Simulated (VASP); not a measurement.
# Na (Pm-3m) in VASP: single point with PBEsol

Aim: the single point of Na with PBEsol.

Everything below comes from runs of VASP 6.6.1. Logs are shortened: lines on timing, memory, paths and dates and some standing lists are left out, and cuts for length are marked.

## Step 1: The cell of the first run

The structure is cubic, space group Pm-3m (No. 221). Conventional cell: a = 7.023 Å, b = 7.023 Å, c = 7.023 Å, α = 90.00°, β = 90.00°, γ = 90.00°.

## Step 2: Single point, PBEsol

Input file INCAR:

```
PREC = Accurate ; ENCUT = 520
EDIFF = 1E-6 ; ISMEAR = -1
SIGMA = 0.1 ; LREAL = False
LASPH = True ; NELM = 60
ALGO = Normal ; ISIF = 2
LWAVE = False ; LCHARG = False
GGA = PS ; NBANDS = 10
```

Input file KPOINTS:

```
Automatic mesh
0
Gamma
  5 5 5
```

Input file POSCAR:

```
Na
1.0
    7.0233430000      0.0000000000      0.0000000000
    0.0000000000      7.0233430000      0.0000000000
    0.0000000000      0.0000000000      7.0233430000
Na
1
Direct
    0.0000000000      0.0000000000      0.0000000000
```

Potentials or basis: VASP PAW PBE potentials, release 64 (Na_pv).

Launch:

```console
$ cat potpaw_PBE.64/Na_pv/POTCAR > POTCAR
$ mpirun -np 1 vasp_std > vasp.out
```

OUTCAR:

```text
PREC = Accurate
   ENCUT = 520
   EDIFF = 1E-6
   ISMEAR = -1
   LREAL = False
   LASPH = True
   NELM = 60
   ISIF = 2
   GGA = PS

 ion  position               nearest neighbor table
   1  0.000  0.000  0.000-

  LATTYP: Found a simple cubic cell.
 ALAT       =     7.0233430000

  Lattice vectors:

 A1 = (   7.0233430000,   0.0000000000,   0.0000000000)
 A2 = (   0.0000000000,   7.0233430000,   0.0000000000)
 A3 = (   0.0000000000,   0.0000000000,   7.0233430000)

Analysis of symmetry for initial positions (statically):
=====================================================================
 Subroutine PRICEL returns:
 Original cell was already a primitive cell.

 Routine SETGRP: Setting up the symmetry group for a
 simple cubic supercell.

 Subroutine GETGRP returns: Found 48 space group operations
 (whereof 48 operations were pure point group operations)
 out of a pool of 48 trial point group operations.

The static configuration has the point symmetry O_h .

Analysis of symmetry for dynamics (positions and initial velocities):
=====================================================================
 Subroutine PRICEL returns:
 Original cell was already a primitive cell.

 Routine SETGRP: Setting up the symmetry group for a
 simple cubic supercell.

 Subroutine GETGRP returns: Found 48 space group operations
 (whereof 48 operations were pure point group operations)
 out of a pool of 48 trial point group operations.

The dynamic configuration has the point symmetry O_h .

 Subroutine INISYM returns: Found 48 space group operations
 (whereof 48 operations are pure point group operations),
 and found     1 'primitive' translations

----------------------------------------------------------------------------------------

                                     Primitive cell

  volume of cell :     346.4429

  direct lattice vectors                    reciprocal lattice vectors
     7.023343000  0.000000000  0.000000000     0.142382338  0.000000000  0.000000000
     0.000000000  7.023343000  0.000000000     0.000000000  0.142382338  0.000000000
     0.000000000  0.000000000  7.023343000     0.000000000  0.000000000  0.142382338

  length of vectors
     7.023343000  7.023343000  7.023343000     0.142382338  0.142382338  0.142382338

  position of ions in fractional coordinates (direct lattice)
     0.000000000  0.000000000  0.000000000

  ion indices of the primitive-cell ions
   primitive index   ion index
                 1           1

----------------------------------------------------------------------------------------

 KPOINTS: Automatic mesh

Automatic generation of k-mesh.
 Grid dimensions read from file:
 generate k-points for:    5    5    5

 Generating k-lattice:

  Cartesian coordinates                     Fractional coordinates (reciprocal lattice)
     0.028476468  0.000000000  0.000000000     0.200000000  0.000000000  0.000000000
     0.000000000  0.028476468  0.000000000     0.000000000  0.200000000  0.000000000
     0.000000000  0.000000000  0.028476468     0.000000000  0.000000000  0.200000000

  Length of vectors
     0.028476468  0.028476468  0.028476468

  Shift w.r.t. Gamma in fractional coordinates (k-lattice)
     0.000000000  0.000000000  0.000000000

 Subroutine IBZKPT returns following result:
 ===========================================

 Found     10 irreducible k-points:

 Following reciprocal coordinates:
            Coordinates               Weight
  0.000000  0.000000  0.000000      1.000000
  0.200000  0.000000  0.000000      6.000000
  0.400000  0.000000  0.000000      6.000000
  0.200000  0.200000  0.000000     12.000000
  0.400000  0.200000  0.000000     24.000000
  0.400000  0.400000  0.000000     12.000000
  0.200000  0.200000  0.200000      8.000000
  0.400000  0.200000  0.200000     24.000000
  0.400000  0.400000  0.200000     24.000000
  0.400000  0.400000  0.400000      8.000000
   k-points           NKPTS =     10   k-points in BZ     NKDIM =     10   number of bands    NBANDS=     10
   number of dos      NEDOS =    301   number of ions     NIONS =      1
   total plane-waves  NPLWV = 157464
   dimension x,y,z NGX =    54 NGY =   54 NGZ =   54
   dimension x,y,z NGXF=   108 NGYF=  108 NGZF=  108
   ions per type =               1
   NGX,Y,Z   is equivalent  to a cutoff of  12.78, 12.78, 12.78 a.u.
   NGXF,Y,Z  is equivalent  to a cutoff of  25.56, 25.56, 25.56 a.u.
 SYSTEM =  unknown system
   PREC   = accura    normal or accurate (medium, high low for compatibility)
   ISTART =      0    job   : 0-new  1-cont  2-samecut
   ICHARG =      2    charge: 1-file 2-atom 10-const
   ISPIN  =      1    spin polarized calculation?
   LNONCOLLINEAR =      F non collinear calculations
   LSORBIT =      F    spin-orbit coupling
   LASPH  =      T    aspherical Exc in radial PAW
   ENCUT  =  520.0 eV  38.22 Ry    6.18 a.u.  13.06 13.06 13.06*2*pi/ulx,y,z
   NELM   =     60;   NELMIN=  2; NELMDL= -5     # of ELM steps
   EDIFF  = 0.1E-05   stopping-criterion for ELM
   LREAL  =      F    real-space projection
   EDIFFG = 0.1E-04   stopping-criterion for IOM
   NSW    =      0    number of steps for IOM
   IBRION =     -1    ionic relax: 0-MD 1-quasi-New 2-CG
   NFREE  =      0    steps in history (QN), initial steepest desc. (CG)
   ISIF   =      2    stress and relaxation
   ISYM   =      2    0-nonsym 1-usesym 2-fastsym
   POTIM  = 0.5000    time-step for ionic-motion
   TEBEG  =    0.0;   TEEND  =   0.0 temperature during run
   PSTRESS=    0.0 pullay stress
   NELECT =       7.0000    total number of electrons
   NUPDOWN=      -1.0000    fix difference up-down
   EMIN   =  10.00;   EMAX   =-10.00  energy-range for DOS
   EFERMI =   0.00;   METHOD = LEGACY
   ISMEAR =    -1;   SIGMA  =   0.10  broadening in eV -4-tet -1-fermi 0-gaus
   EFERMI_NEDOS =   21; number of points for ismear=-14 and -15
   IALGO  =     38    algorithm
   IMIX   =      4    mixing-type and parameters
     AMIX     =   0.40;   BMIX     =  1.00
     AMIX_MAG =   1.60;   BMIX_MAG =  1.00
  volume/ion in A,a.u.               =     346.44      2337.91
  Fermi-wavevector in a.u.,A,eV,Ry     =   0.445893  0.842615  2.705114  0.198820
  Thomas-Fermi vector in A             =   1.423866
   LORBIT       =      0    0 simple, 1 ext, 2 COOP (PROOUT), +10 PAW based schemes
   GGA     = PS    functional components
   LHFCALC =     F    Hartree Fock is set to
   AEXX    =    0.0000 exact exchange contribution
   IVDW    =     0    specifies the selected vdW correction
   LEPSILON=     F    determine dielectric tensor
   LRPA    =     F    only Hartree local field effects (RPA)
 non-spin polarized calculation
  energy-cutoff  :      520.00
  volume of cell :      346.44
 maximum number of plane-waves:      9360
 NGX is ok and might be reduce to    54
   NGX = 27   NGY = 27   NGZ = 27

 number of electron       7.0000020 magnetization

 Free energy of the ion-electron system (eV)
  ---------------------------------------------------
  ext. energy  EPLUGINS =         0.00000000
  ---------------------------------------------------
  free energy    TOTEN  =        -0.22941033 eV

  energy without entropy =       -0.13142114  energy(sigma->0) =       -0.18041573

 E-fermi :  -2.2976     XC(G=0):  -2.3698

 val. band max:       -2.3595692191   @ k =   0.4000   0.2000   0.0000
 cond. band min:      -2.2812081745   @ k =   0.4000   0.2000   0.2000
 fundamental gap:      0.0783610446
 Fermi energy:        -2.2975939055

 k-point     1 :       0.0000    0.0000    0.0000
  band No.  band energies     occupation
      1     -28.3488      2.00000
      2     -28.3488      2.00000
      3     -28.3488      2.00000
      4      -2.6955      1.96326
      5       0.4118      0.00000
      6       0.4118      0.00000
      7       0.4118      0.00000
      8       0.7510      0.00000
      9       1.1280      0.00000
     10       1.1280      0.00000

 k-point     2 :       0.2000    0.0000    0.0000
  band No.  band energies     occupation
      1     -28.3488      2.00000
      2     -28.3488      2.00000
      3     -28.3488      2.00000
      4      -2.6136      1.91859
      5      -0.3506      0.00000
      6       0.4869      0.00000
      7       0.4869      0.00000
      8       0.9756      0.00000
      9       1.2246      0.00000
     10       1.9947      0.00000

 k-point     3 :       0.4000    0.0000    0.0000
  band No.  band energies     occupation
      1     -28.3488      2.00000
      2     -28.3488      2.00000
      3     -28.3488      2.00000
      4      -2.4385      1.60737
      5      -0.9773      0.00000
      6       0.6435      0.00000
      7       0.6435      0.00000
      8       1.2571      0.00000
      9       1.4510      0.00000
     10       2.1349      0.00000

 k-point     4 :       0.2000    0.2000    0.0000
  band No.  band energies     occupation
      1     -28.3488      2.00000
      2     -28.3488      2.00000
      3     -28.3488      2.00000
      4      -2.5324      1.82559
      5      -0.3070      0.00000
      6      -0.2114      0.00000
      7       0.5608      0.00000
      8       1.1920      0.00000
      9       1.7906      0.00000
     10       2.1567      0.00000

 k-point     5 :       0.4000    0.2000    0.0000
  band No.  band energies     occupation
      1     -28.3488      2.00000
      2     -28.3488      2.00000
      3     -28.3488      2.00000
      4      -2.3596      1.30032
      5      -0.8854      0.00000
      6      -0.0602      0.00000
      7       0.7135      0.00000
      8       1.2162      0.00000
      9       1.4588      0.00000
     10       2.2852      0.00000

 k-point     6 :       0.4000    0.4000    0.0000
  band No.  band energies     occupation
      1     -28.3488      2.00000
      2     -28.3488      2.00000
      3     -28.3488      2.00000
      4      -2.1934      0.52159
      5      -0.6895      0.00000
      6      -0.6565      0.00000
      7       0.5493      0.00000
      8       0.8556      0.00000
      9       1.7023      0.00000
     10       2.4836      0.00000

 k-point     7 :       0.2000    0.2000    0.2000
  band No.  band energies     occupation
      1     -28.3488      2.00000
      2     -28.3488      2.00000
      3     -28.3488      2.00000
      4      -2.4519      1.64794
      5      -0.2560      0.00000
      6      -0.1269      0.00000
      7      -0.1269      0.00000
      8       1.7039      0.00000
      9       2.0385      0.00000
     10       2.0385      0.00000

 k-point     8 :       0.4000    0.2000    0.2000
  band No.  band energies     occupation
      1     -28.3488      2.00000
      2     -28.3488      2.00000
      3     -28.3488      2.00000
      4      -2.2812      0.91825
      5      -0.7945      0.00000
      6      -0.0091      0.00000
      7       0.0579      0.00000
      8       1.2396      0.00000
      9       1.4264      0.00000
     10       2.1310      0.00000

 k-point     9 :       0.4000    0.4000    0.2000
  band No.  band energies     occupation
      1     -28.3488      2.00000
      2     -28.3488      2.00000
      3     -28.3488      2.00000
      4      -2.1169      0.28196
      5      -0.6015      0.00000
      6      -0.5698      0.00000
      7       0.2056      0.00000
      8       0.6524      0.00000
      9       1.5589      0.00000
     10       1.6153      0.00000

 k-point    10 :       0.4000    0.4000    0.4000
  band No.  band energies     occupation
      1     -28.3488      2.00000
      2     -28.3488      2.00000
      3     -28.3488      2.00000
      4      -1.9579      0.06479
      5      -0.4147      0.00000
      6      -0.3781      0.00000
      7      -0.3781      0.00000
      8       0.8561      0.00000
      9       0.9565      0.00000
     10       0.9565      0.00000

------------------------ aborting loop because EDIFF is reached ----------------------------------------

  FORCE on cell =-STRESS in cart. coord.  units (eV):
  Direction    XX          YY          ZZ          XY          YZ          ZX
  --------------------------------------------------------------------------------------
  -------------------------------------------------------------------------------------
  Total       -0.2456601     -0.2456601     -0.2456601      0.0000000      0.0000000     -0.0000000
  in kB       -1.1360922     -1.1360922     -1.1360922      0.0000000      0.0000000     -0.0000000
  external PRESSURE =      -1.1360922 kB  Pullay stress =       0.0000000 kB

 VOLUME and BASIS-vectors are now :
 -----------------------------------------------------------------------------
  energy-cutoff  :      520.00
  volume of cell :      346.44
      direct lattice vectors                 reciprocal lattice vectors
     7.023343000  0.000000000  0.000000000     0.142382338  0.000000000  0.000000000
     0.000000000  7.023343000  0.000000000     0.000000000  0.142382338  0.000000000
     0.000000000  0.000000000  7.023343000     0.000000000  0.000000000  0.142382338

 POSITION                                       TOTAL-FORCE (eV/Angst)
 -----------------------------------------------------------------------------------
      0.00000      0.00000      0.00000         0.000000      0.000000      0.000000
 -----------------------------------------------------------------------------------
    total drift:                                0.000000     -0.000000     -0.000000

  FREE ENERGIE OF THE ION-ELECTRON SYSTEM (eV)
  ---------------------------------------------------
  free  energy   TOTEN  =        -0.2294103278 eV

  energy  without entropy=       -0.1314211397  energy(sigma->0) =       -0.18041573
```

Wall time 25 s (1 thread of Intel Xeon Platinum 8488C (Sapphire Rapids), shared host); peak memory 0.37 GiB.

Results:

```yaml
Free_energy: -0.2294 eV
Pressure: -0.1 GPa
```

Caveat: the PAW data sets were made with another functional, which shifts forces and pressure a little.
